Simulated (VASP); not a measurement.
# Cu (I4/mmm) in VASP: notebook

Cu is run at these levels: PBE; tasks: single point.

All numbers are computed with VASP 6.6.1; they aren't measurements. Logs are shortened: lines on timing, memory, paths and dates and some standing lists are left out, and cuts for length are marked.

### Step 1. The cell of the first run

It takes space group I4/mmm (No. 139, tetragonal). The conventional cell has a = 2.556 Å, b = 2.556 Å, c = 3.543 Å, α = 90.00°, β = 90.00°, γ = 90.00°. Within 3.3 Å of Cu (site symmetry 4/mmm) lie 12 Cu at 2.53 to 2.56 Å.

### Step 2. Single point, PBE (strain -0.0200 x Voigt [1, 0, 0, 0, 0, 0])

The input, INCAR:

```
PREC = Accurate ; ENCUT = 520
EDIFF = 1E-7 ; ISMEAR = 0
SIGMA = 0.15 ; LREAL = F
LASPH = T ; NELM = 60
ALGO = Normal ; ISIF = 2
LWAVE = F ; LCHARG = F
GGA = PE ; NBANDS = 12
```

The input, KPOINTS:

```
Automatic mesh
0
Gamma
  22 22 22
```

The input, POSCAR:

```
Cu
1.0
    0.0000000000      1.8075000000      1.8075000000
    1.7713500000      0.0000000000      1.8075000000
    1.7713500000      1.8075000000      0.0000000000
Cu
1
Direct
    0.0000000000      0.0000000000      0.0000000000
```

Potentials or basis: VASP PAW PBE potentials, release 64 (Cu).

The run is started by

```bash
> cat potpaw_PBE.64/Cu/POTCAR > POTCAR
> mpirun -np 1 vasp_std > vasp.out
```

OUTCAR:

```text
PREC = Accurate
   ENCUT = 520
   EDIFF = 1E-7
   ISMEAR = 0
   LREAL = F
   LASPH = T
   NELM = 60
   ISIF = 2
   GGA = PE

 ion  position               nearest neighbor table
   1  0.000  0.000  0.000-

  LATTYP: Found a body centered tetragonal cell.
 ALAT       =     2.5561910140
 C/A-ratio  =     1.3859292911

  Lattice vectors:

 A1 = (  -1.7713500000,   0.0000000000,  -1.8075000000)
 A2 = (  -1.7713500000,   0.0000000000,   1.8075000000)
 A3 = (   1.7713500000,   1.8075000000,   0.0000000000)

Analysis of symmetry for initial positions (statically):
=====================================================================
 Subroutine PRICEL returns:
 Original cell was already a primitive cell.

 Routine SETGRP: Setting up the symmetry group for a
 body centered tetragonal supercell.

 Subroutine GETGRP returns: Found 16 space group operations
 (whereof 16 operations were pure point group operations)
 out of a pool of 16 trial point group operations.

The static configuration has the point symmetry D_4h.

Analysis of symmetry for dynamics (positions and initial velocities):
=====================================================================
 Subroutine PRICEL returns:
 Original cell was already a primitive cell.

 Routine SETGRP: Setting up the symmetry group for a
 body centered tetragonal supercell.

 Subroutine GETGRP returns: Found 16 space group operations
 (whereof 16 operations were pure point group operations)
 out of a pool of 16 trial point group operations.

The dynamic configuration has the point symmetry D_4h.

 Subroutine INISYM returns: Found 16 space group operations
 (whereof 16 operations are pure point group operations),
 and found     1 'primitive' translations

----------------------------------------------------------------------------------------

                                     Primitive cell

  volume of cell :      11.5742

  direct lattice vectors                    reciprocal lattice vectors
     0.000000000  1.807500000  1.807500000    -0.282270585  0.276625173  0.276625173
     1.771350000  0.000000000  1.807500000     0.282270585 -0.276625173  0.276625173
     1.771350000  1.807500000  0.000000000     0.282270585  0.276625173 -0.276625173

  length of vectors
     2.556191014  2.530758201  2.530758201     0.482410256  0.482410256  0.482410256

  position of ions in fractional coordinates (direct lattice)
     0.000000000  0.000000000  0.000000000

  ion indices of the primitive-cell ions
   primitive index   ion index
                 1           1

----------------------------------------------------------------------------------------

 KPOINTS: Automatic mesh

Automatic generation of k-mesh.
 Grid dimensions read from file:
 generate k-points for:   22   22   22

 Generating k-lattice:

  Cartesian coordinates                     Fractional coordinates (reciprocal lattice)
    -0.012830481  0.012573871  0.012573871     0.045454545  0.000000000  0.000000000
     0.012830481 -0.012573871  0.012573871     0.000000000  0.045454545  0.000000000
     0.012830481  0.012573871 -0.012573871     0.000000000  0.000000000  0.045454545

  Length of vectors
     0.021927739  0.021927739  0.021927739

  Shift w.r.t. Gamma in fractional coordinates (k-lattice)
     0.000000000  0.000000000  0.000000000

 Subroutine IBZKPT returns following result:
 ===========================================

 Found    834 irreducible k-points:

 Following reciprocal coordinates:
            Coordinates               Weight
  0.000000  0.000000  0.000000      1.000000
  0.045455  0.000000  0.000000      8.000000
  0.090909  0.000000  0.000000      8.000000
  0.136364  0.000000  0.000000      8.000000
  0.181818 -0.000000 -0.000000      8.000000
  0.227273  0.000000  0.000000      8.000000
[... 16 lines left out ...]
  0.500000  0.045455  0.000000     16.000000
 -0.454545  0.045455 -0.000000     16.000000
 [... further k-points ...]
   k-points           NKPTS =    834   k-points in BZ     NKDIM =    834   number of bands    NBANDS=     12
   number of dos      NEDOS =    301   number of ions     NIONS =      1
   total plane-waves  NPLWV =   8000
   dimension x,y,z NGX =    20 NGY =   20 NGZ =   20
   dimension x,y,z NGXF=    40 NGYF=   40 NGZF=   40
   ions per type =               1
   NGX,Y,Z   is equivalent  to a cutoff of  13.01, 13.14, 13.14 a.u.
   NGXF,Y,Z  is equivalent  to a cutoff of  26.01, 26.28, 26.28 a.u.
 SYSTEM =  unknown system
   PREC   = accura    normal or accurate (medium, high low for compatibility)
   ISTART =      0    job   : 0-new  1-cont  2-samecut
   ICHARG =      2    charge: 1-file 2-atom 10-const
   ISPIN  =      1    spin polarized calculation?
   LNONCOLLINEAR =      F non collinear calculations
   LSORBIT =      F    spin-orbit coupling
   LASPH  =      T    aspherical Exc in radial PAW
   ENCUT  =  520.0 eV  38.22 Ry    6.18 a.u.   4.75  4.71  4.71*2*pi/ulx,y,z
   NELM   =     60;   NELMIN=  2; NELMDL= -5     # of ELM steps
   EDIFF  = 0.1E-06   stopping-criterion for ELM
   LREAL  =      F    real-space projection
   EDIFFG = 0.1E-05   stopping-criterion for IOM
   NSW    =      0    number of steps for IOM
   IBRION =     -1    ionic relax: 0-MD 1-quasi-New 2-CG
   NFREE  =      0    steps in history (QN), initial steepest desc. (CG)
   ISIF   =      2    stress and relaxation
   ISYM   =      2    0-nonsym 1-usesym 2-fastsym
   POTIM  = 0.5000    time-step for ionic-motion
   TEBEG  =    0.0;   TEEND  =   0.0 temperature during run
   PSTRESS=    0.0 pullay stress
   NELECT =      11.0000    total number of electrons
   NUPDOWN=      -1.0000    fix difference up-down
   EMIN   =  10.00;   EMAX   =-10.00  energy-range for DOS
   EFERMI =   0.00;   METHOD = LEGACY
   ISMEAR =     0;   SIGMA  =   0.15  broadening in eV -4-tet -1-fermi 0-gaus
   EFERMI_NEDOS =   21; number of points for ismear=-14 and -15
   IALGO  =     38    algorithm
   IMIX   =      4    mixing-type and parameters
     AMIX     =   0.40;   BMIX     =  1.00
     AMIX_MAG =   1.60;   BMIX_MAG =  1.00
  volume/ion in A,a.u.               =      11.57        78.11
  Fermi-wavevector in a.u.,A,eV,Ry     =   1.609566  3.041638 35.248641  2.590702
  Thomas-Fermi vector in A             =   2.705255
   LORBIT       =      0    0 simple, 1 ext, 2 COOP (PROOUT), +10 PAW based schemes
   GGA     = PE    functional components
   LHFCALC =     F    Hartree Fock is set to
   AEXX    =    0.0000 exact exchange contribution
   IVDW    =     0    specifies the selected vdW correction
   LEPSILON=     F    determine dielectric tensor
   LRPA    =     F    only Hartree local field effects (RPA)
 non-spin polarized calculation
 Gauss-broadening in eV      SIGMA  =   0.15
  energy-cutoff  :      520.00
  volume of cell :       11.57
 maximum number of plane-waves:       327
   NGX =  9   NGY =  9   NGZ =  9

 number of electron      11.0000009 magnetization

 Free energy of the ion-electron system (eV)
  ---------------------------------------------------
  ext. energy  EPLUGINS =         0.00000000
  ---------------------------------------------------
  free energy    TOTEN  =        -3.72266094 eV

  energy without entropy =       -3.71997620  energy(sigma->0) =       -3.72131857

 E-fermi :   7.8404     XC(G=0): -12.8434

 val. band max:        7.8390006579   @ k =   0.4545   0.3182   0.0000
 cond. band min:       7.8410083947   @ k =  -0.2727   0.2273   0.1364
 fundamental gap:      0.0020077368
 Fermi energy:         7.8403695809

 k-point     1 :       0.0000    0.0000    0.0000
  band No.  band energies     occupation
      1      -1.6675      2.00000
      2       4.7175      2.00000
      3       4.7175      2.00000
      4       4.8158      2.00000
      5       5.5470      2.00000
      6       5.6460      2.00000
      7      30.6025      0.00000
      8      33.3692      0.00000
      9      33.3692      0.00000
     10      33.4642      0.00000
     11      35.8709      0.00000
     12      35.9330      0.00000

 k-point     2 :       0.0455    0.0000    0.0000
  band No.  band energies     occupation
      1      -1.5910      2.00000
      2       4.7101      2.00000
      3       4.7324      2.00000
      4       4.8212      2.00000
      5       5.5418      2.00000
      6       5.6391      2.00000
      7      30.2292      0.00000
      8      32.2618      0.00000
      9      33.1030      0.00000
     10      33.1791      0.00000
     11      36.2560      0.00000
     12      36.3018      0.00000

 k-point     3 :       0.0909    0.0000    0.0000
  band No.  band energies     occupation
      1      -1.3631      2.00000
      2       4.6756      2.00000
      3       4.7731      2.00000
      4       4.8495      2.00000
      5       5.5301      2.00000
      6       5.6219      2.00000
      7      28.5867      0.00000
      8      31.4746      0.00000
      9      32.5585      0.00000
     10      32.6649      0.00000
     11      37.0865      0.00000
     12      37.1247      0.00000
[... 286 lines left out ...]
 k-point    23 :       0.5000    0.0455    0.0000
  band No.  band energies     occupation
      1       2.6849      2.00000
      2       4.6477      2.00000
      3       4.7811      2.00000
      4       5.8707      2.00000
      5       6.1756      2.00000
      6       7.1118      2.00000
      7      11.7887      0.00000
      8      28.2885      0.00000
      9      29.3528      0.00000
     10      30.1324      0.00000
     11      33.7935      0.00000
     12      34.2861      0.00000

 k-point    24 :      -0.4545    0.0455   -0.0000
  band No.  band energies     occupation
      1       2.6721      2.00000
      2       4.6536      2.00000
      3       4.7828      2.00000
      4       5.8537      2.00000
      5       6.1451      2.00000
      6       7.0176      2.00000
      7      11.9731      0.00000
      8      28.0585      0.00000
      9      29.4802      0.00000
     10      30.4488      0.00000
     11      33.6417      0.00000
     12      34.3404      0.00000

 [... further k-points ...]

------------------------ aborting loop because EDIFF is reached ----------------------------------------

  FORCE on cell =-STRESS in cart. coord.  units (eV):
  Direction    XX          YY          ZZ          XY          YZ          ZX
  --------------------------------------------------------------------------------------
  -------------------------------------------------------------------------------------
  Total        0.4539367      0.3688068      0.3688068      0.0000000      0.0000000      0.0000000
  in kB       62.8369193     51.0526708     51.0526708      0.0000000      0.0000000      0.0000000
  external PRESSURE =      54.9807536 kB  Pullay stress =       0.0000000 kB

 VOLUME and BASIS-vectors are now :
 -----------------------------------------------------------------------------
  energy-cutoff  :      520.00
  volume of cell :       11.57
      direct lattice vectors                 reciprocal lattice vectors
     0.000000000  1.807500000  1.807500000    -0.282270585  0.276625173  0.276625173
     1.771350000  0.000000000  1.807500000     0.282270585 -0.276625173  0.276625173
     1.771350000  1.807500000  0.000000000     0.282270585  0.276625173 -0.276625173

 POSITION                                       TOTAL-FORCE (eV/Angst)
 -----------------------------------------------------------------------------------
      0.00000      0.00000      0.00000        -0.000000      0.000000      0.000000
 -----------------------------------------------------------------------------------
    total drift:                                0.000000      0.000000      0.000000

  FREE ENERGIE OF THE ION-ELECTRON SYSTEM (eV)
  ---------------------------------------------------
  free  energy   TOTEN  =        -3.7226609371 eV

  energy  without entropy=       -3.7199762029  energy(sigma->0) =       -3.72131857
```

Run time: 40 s. Hardware: 1 thread of Intel Xeon 6975P-C (Granite Rapids), shared host; peak memory 0.22 GiB.

Results:

| Item | Value |
| --- | --- |
| Free energy | -3.7227 eV |
| Pressure | 5.5 GPa |
| Band gap on the k mesh | zero (an odd number of electrons rules out a gap without spin polarisation) |

Levels at points of the mesh, in eV from the Fermi level:
| k point | band 3 | band 4 | band 5 | band 6 | band 7 | band 8 | band 9 | band 10 |
| --- | --- | --- | --- | --- | --- | --- | --- | --- |
| (0.00, 0.00, 0.00) | -3.12 | -3.02 | -2.29 | -2.19 | 22.76 | 25.53 | 25.53 | 25.62 |
| (0.50, 0.00, 0.00) | -3.07 | -1.68 | -1.64 | -1.06 | 3.86 | 21.13 | 22.05 | 22.84 |
| (0.50, 0.50, 0.00) | -1.68 | -1.54 | -1.48 | 1.34 | 7.08 | 13.39 | 13.42 | 17.92 |
| (0.00, 0.50, 0.50) | -1.68 | -1.50 | -1.50 | 1.78 | 7.62 | 12.92 | 12.92 | 17.51 |

Caveat: the cell differs from its parent crystal (strain -0.0200 x Voigt [1, 0, 0, 0, 0, 0]); the cell stands under pressure.

### Step 3. Single point, PBE (strain -0.0100 x Voigt [1, 0, 0, 0, 0, 0])

The input, INCAR:

```
PREC = Accurate
ENCUT = 520
EDIFF = 1E-6
ISMEAR = 0
SIGMA = 0.15
LREAL = F
LASPH = T
NELM = 60
ALGO = Fast
ISIF = 2
LWAVE = F
LCHARG = F
GGA = PE
NBANDS = 12
```

The input, KPOINTS:

```
regular mesh
0
Gamma
  22 22 22
```

The input, POSCAR:

```
Cu
1.0
    0.0000000000      1.8075000000      1.8075000000
    1.7894250000      0.0000000000      1.8075000000
    1.7894250000      1.8075000000      0.0000000000
Cu
1
Direct
    0.0000000000      0.0000000000      0.0000000000
```

Potentials or basis: VASP PAW PBE potentials, release 64 (Cu).

The run is started by

```bash
> cat potpaw_PBE.64/Cu/POTCAR > POTCAR
> mpirun -np 1 vasp_std > vasp.out
```

It took 46 s on 1 thread of Intel Xeon 6975P-C (Granite Rapids), shared host; peak memory 0.22 GiB.

Results (log left out):

```
Free energy            : -3.7266 eV
Pressure               : 3.7 GPa
Band gap on the k mesh : zero (an odd number of electrons rules out a gap without spin polarisation)
```

Stress tensor (GPa, compression positive):
```
4.08 0.00 0.00
0.00 3.50 0.00
0.00 0.00 3.50
```

Levels at points of the mesh, in eV from the Fermi level:
```csv
k point,band 3,band 4,band 5,band 6,band 7,band 8,band 9,band 10
"(0.00, 0.00, 0.00)",-3.07,-3.02,-2.25,-2.20,22.68,25.38,25.38,25.43
"(0.50, 0.00, 0.00)",-3.07,-1.66,-1.64,-1.03,3.81,21.13,22.06,22.43
"(0.50, 0.50, 0.00)",-1.66,-1.52,-1.49,1.42,7.10,13.23,13.25,17.75
"(0.00, 0.50, 0.50)",-1.67,-1.50,-1.50,1.64,7.36,13.00,13.00,17.55
```

Caveat: the cell differs from its parent crystal (strain -0.0100 x Voigt [1, 0, 0, 0, 0, 0]); the cell stands under pressure.

### Step 4. Single point, PBE (strain +0.0100 x Voigt [1, 0, 0, 0, 0, 0])

The input, INCAR:

```
SYSTEM = Cu
  ALGO = Normal
  EDIFF = 1E-6
  ENCUT = 520
  GGA = PE
  ISIF = 2
  ISMEAR = 0
  LASPH = .TRUE.
  LCHARG = .FALSE.
  LREAL = .FALSE.
  LWAVE = .FALSE.
  NBANDS = 12
  NELM = 60
  PREC = Accurate
  SIGMA = 0.15
```

The input, KPOINTS:

```
k-points
0
G
  22 22 22
  0 0 0
```

The input, POSCAR:

```
Cu
1.0
    0.0000000000      1.8075000000      1.8075000000
    1.8255750000      0.0000000000      1.8075000000
    1.8255750000      1.8075000000      0.0000000000
Cu
1
Direct
    0.0000000000      0.0000000000      0.0000000000
```

Potentials or basis: VASP PAW PBE potentials, release 64 (Cu).

The run is started by

```bash
> cat potpaw_PBE.64/Cu/POTCAR > POTCAR
> mpirun -np 1 vasp_std > vasp.out
```

OUTCAR:

```text
SYSTEM = Cu
   EDIFF = 1E-6
   ENCUT = 520
   GGA = PE
   ISIF = 2
   ISMEAR = 0
   LASPH = .TRUE.
   LREAL = .FALSE.
   NELM = 60
   PREC = Accurate

 ion  position               nearest neighbor table
   1  0.000  0.000  0.000-

  LATTYP: Found a body centered tetragonal cell.
 ALAT       =     2.5561910140
 C/A-ratio  =     1.4283556980

  Lattice vectors:

 A1 = (   1.8255750000,   0.0000000000,   1.8075000000)
[... 537 lines left out ...]
      9      28.7339      0.00000
     10      29.2028      0.00000
     11      32.7093      0.00000
     12      33.6224      0.00000

 [... further k-points ...]

------------------------ aborting loop because EDIFF is reached ----------------------------------------

  FORCE on cell =-STRESS in cart. coord.  units (eV):
  Direction    XX          YY          ZZ          XY          YZ          ZX
  --------------------------------------------------------------------------------------
  -------------------------------------------------------------------------------------
  Total        0.0349821      0.0780666      0.0780666     -0.0000000      0.0000000      0.0000000
  in kB        4.6986182     10.4855042     10.4855042     -0.0000000      0.0000000      0.0000000
  external PRESSURE =       8.5565422 kB  Pullay stress =       0.0000000 kB

 VOLUME and BASIS-vectors are now :
 -----------------------------------------------------------------------------
  energy-cutoff  :      520.00
  volume of cell :       11.93
      direct lattice vectors                 reciprocal lattice vectors
     0.000000000  1.807500000  1.807500000    -0.273886310  0.276625173  0.276625173
     1.825575000  0.000000000  1.807500000     0.273886310 -0.276625173  0.276625173
     1.825575000  1.807500000  0.000000000     0.273886310  0.276625173 -0.276625173

 POSITION                                       TOTAL-FORCE (eV/Angst)
 -----------------------------------------------------------------------------------
      0.00000      0.00000      0.00000         0.000000     -0.000000      0.000000
 -----------------------------------------------------------------------------------
    total drift:                                0.000000      0.000000      0.000000

  FREE ENERGIE OF THE ION-ELECTRON SYSTEM (eV)
  ---------------------------------------------------
  free  energy   TOTEN  =        -3.7301374790 eV

  energy  without entropy=       -3.7273815772  energy(sigma->0) =       -3.72875953
```

Wall time 39 s (1 thread of Intel Xeon 6975P-C (Granite Rapids), shared host); peak memory 0.22 GiB.

Results:

```
Free energy            : -3.7301 eV
Pressure               : 0.9 GPa
Band gap on the k mesh : zero (an odd number of electrons rules out a gap without spin polarisation)
```

Caveat: the cell differs from its parent crystal (strain +0.0100 x Voigt [1, 0, 0, 0, 0, 0]).

[end of part 1 of 2]
